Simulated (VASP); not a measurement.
# MoS2 (R-3m) in VASP: further runs, part 2 of 2

VASP 6.6.1.

## Step 5: Single point, PBEsol+D3(BJ)

This run uses another cell than the first one, of 15.89 Å³/atom.

INCAR reads:

```
PREC = Accurate ; ENCUT = 520
EDIFF = 1E-6 ; ISMEAR = -1
SIGMA = 0.05 ; LREAL = False
LASPH = True ; NELM = 60
ALGO = Normal ; ISIF = 2
LWAVE = False ; LCHARG = False
GGA = PS ; IVDW = 12
NBANDS = 20
```

KPOINTS reads:

```
regular mesh
0
Gamma
  10 10 10
```

POSCAR reads:

```
MoS2
1.0
    1.5398796141      0.8890499097      5.8051094664
   -1.5398796141      0.8890499097      5.8051094664
    0.0000000000     -1.7780998195      5.8051094664
Mo S
1 2
Direct
    0.0000000000      0.0000000000      0.0000000000
    0.2409241704      0.2409241704      0.2409241704
    0.7590758296      0.7590758296      0.7590758296
```

Potentials or basis: VASP PAW PBE potentials, release 64 (Mo_sv, S).

Started as:

```sh
> cat potpaw_PBE.64/Mo_sv/POTCAR potpaw_PBE.64/S/POTCAR > POTCAR
> mpirun -np 1 vasp_std > vasp.out
```

OUTCAR:

```text
PREC = Accurate
   ENCUT = 520
   EDIFF = 1E-6
   ISMEAR = -1
   LREAL = False
   LASPH = True
   NELM = 60
   ISIF = 2
   GGA = PS
   IVDW = 12
 IVDW          = 12

 ion  position               nearest neighbor table
   1  0.000  0.000  0.000-   3 2.40   3 2.40   2 2.40   2 2.40   3 2.40   2 2.40
   2  0.241  0.241  0.241-   1 2.40   1 2.40   1 2.40
   3  0.759  0.759  0.759-   1 2.40   1 2.40   1 2.40

  LATTYP: Found a trigonal (rhomboedric) cell.
 ALAT       =     6.0713206870
 COS(alpha) =     0.8713418836

  Lattice vectors:

 A1 = (   1.5398796141,   0.8890499097,   5.8051094664)
 A2 = (  -1.5398796141,   0.8890499097,   5.8051094664)
 A3 = (   0.0000000000,  -1.7780998195,   5.8051094664)

Analysis of symmetry for initial positions (statically):
=====================================================================
 Subroutine PRICEL returns:
 Original cell was already a primitive cell.

 Routine SETGRP: Setting up the symmetry group for a
 trigonal (rhombohedral) supercell.

 Subroutine GETGRP returns: Found 12 space group operations
 (whereof 12 operations were pure point group operations)
[... 163 lines left out ...]

  energy without entropy =      -22.59722293  energy(sigma->0) =      -22.60026096

 E-fermi :   9.1103     XC(G=0): -11.7443

 val. band max:        9.0653691627   @ k =   0.4000   0.4000   0.4000
 cond. band min:       9.1126499506   @ k =   0.5000   0.3000   0.1000
 fundamental gap:      0.0472807879
 Fermi energy:         9.1102543240

 k-point     1 :       0.0000    0.0000    0.0000
  band No.  band energies     occupation
      1     -52.3784      2.00000
      2     -26.5572      2.00000
      3     -26.3149      2.00000
      4     -26.3149      2.00000
      5      -6.4480      2.00000
      6      -4.4194      2.00000
[... 541 lines left out ...]
     19      16.7987      0.00000
     20      17.8735      0.00000

 [... further k-points ...]

------------------------ aborting loop because EDIFF is reached ----------------------------------------

 Edisp (eV)   -1.24267

 E8    (eV) :    -0.7810

  FORCE on cell =-STRESS in cart. coord.  units (eV):
  Direction    XX          YY          ZZ          XY          YZ          ZX
  --------------------------------------------------------------------------------------
  -------------------------------------------------------------------------------------
  Total       0.01201     0.01201     0.02816     0.00000    -0.00000     0.00000
  in kB       0.40361     0.40361     0.94607     0.00000    -0.00000     0.00000
  external pressure =        0.58 kB  Pullay stress =        0.00 kB

 VOLUME and BASIS-vectors are now :
 -----------------------------------------------------------------------------
  energy-cutoff  :      520.00
  volume of cell :       47.68
      direct lattice vectors                 reciprocal lattice vectors
     1.539879614  0.889049910  5.805109466     0.324700707  0.187466041  0.057420680
    -1.539879614  0.889049910  5.805109466    -0.324700707  0.187466041  0.057420680
     0.000000000 -1.778099819  5.805109466     0.000000000 -0.374932082  0.057420680

 POSITION                                       TOTAL-FORCE (eV/Angst)
 -----------------------------------------------------------------------------------
      0.00000      0.00000      0.00000         0.000000     -0.000000     -0.000000
      0.00000     -0.00000      4.19577         0.000000     -0.000000      0.002018
      0.00000     -0.00000     13.21955         0.000000      0.000000     -0.002018
 -----------------------------------------------------------------------------------
    total drift:                               -0.000000     -0.000000     -0.000000

  FREE ENERGIE OF THE ION-ELECTRON SYSTEM (eV)
  ---------------------------------------------------
  free  energy   TOTEN  =       -23.8459691848 eV

  energy  without entropy=      -23.8398931366  energy(sigma->0) =      -23.84293116
```

stdout:

```text
POSCAR found type information on POSCAR MoS
 POSCAR found :  2 types and       3 ions
 scaLAPACK will be used
 -----------------------------------------------------------------------------
|                                                                             |
|                                                                             |
|     You enforced a specific xc type in the INCAR file but a different       |
|     I HOPE YOU KNOW WHAT YOU ARE DOING!                                     |
|                                                                             |
 -----------------------------------------------------------------------------

 LDA part: xc-table for (Slater+PW92), standard interpolation
 POSCAR, INCAR and KPOINTS ok, starting setup
 FFT: planning ... GRIDC
 FFT: planning ... GRID_SOFT
 FFT: planning ... GRID
 WAVECAR not read
 entering main loop
```

Wall time 2.5 min (1 thread of Intel Xeon 6975P-C (Granite Rapids), shared host); peak memory 0.37 GiB.

Results:

```
Free energy                : -23.8460 eV
Pressure                   : 0.1 GPa
Band gap on the k mesh     : zero (bands 13 and 14 overlap by 0.26 eV)
Dispersion energy per atom : -0.414 eV
```

Forces on the atoms (eV/Å):
```
Mo   0.000  0.000  0.000
S    0.000  0.000  0.002
S    0.000  0.000 -0.002
```

Levels at points of the mesh, in eV from the Fermi level:
```csv
k point,band 11,band 12,band 13,band 14,band 15,band 16
"(0.00, 0.00, 0.00)",-1.15,-0.74,-0.74,0.30,0.30,3.29
"(0.50, 0.00, 0.00)",-2.65,-2.09,-1.09,1.65,2.39,3.09
"(0.50, 0.50, 0.00)",-2.83,-2.73,-1.68,1.65,1.89,4.07
"(0.50, 0.50, 0.50)",-0.71,-0.71,0.01,0.01,0.01,3.58
```

Caveat: the PAW data sets were made with another functional, which shifts forces and pressure a little.

## Step 6: The runs side by side

| level | cell | gap on the mesh (eV) | pressure (GPa) | largest force (eV/Å) |
| --- | --- | --- | --- | --- |
| r2SCAN | a = 6.383 Å, angles 28.8°, 3 atoms, atomic positions A | none | 7.0 | 0.80 |
| r2SCAN | a = 6.425 Å, angles 28.8°, 3 atoms, atomic positions A | none | 3.8 | 0.45 |
| r2SCAN | a = 6.467 Å, angles 28.8°, 3 atoms, atomic positions A | none | 0.9 | 0.12 |
| PBEsol+D3(BJ) | a = 6.071 Å, angles 29.4°, 3 atoms, atomic positions B | none | 0.1 | - |

Alike in all rows: task single point; potentials or basis VASP PAW PBE potentials, release 64 (Mo_sv, S); no spin polarisation; k mesh 10 × 10 × 10; cutoff (eV) 520; smearing fermi-dirac 0.05 eV.

Caveats: the PAW data sets were made with another functional, which shifts forces and pressure a little; the cell stands under pressure (at least some runs).

Absolute energies hang on the potentials; compare differences alone.

The gap in the log of VASP goes by the Fermi energy; the results here count the filled bands.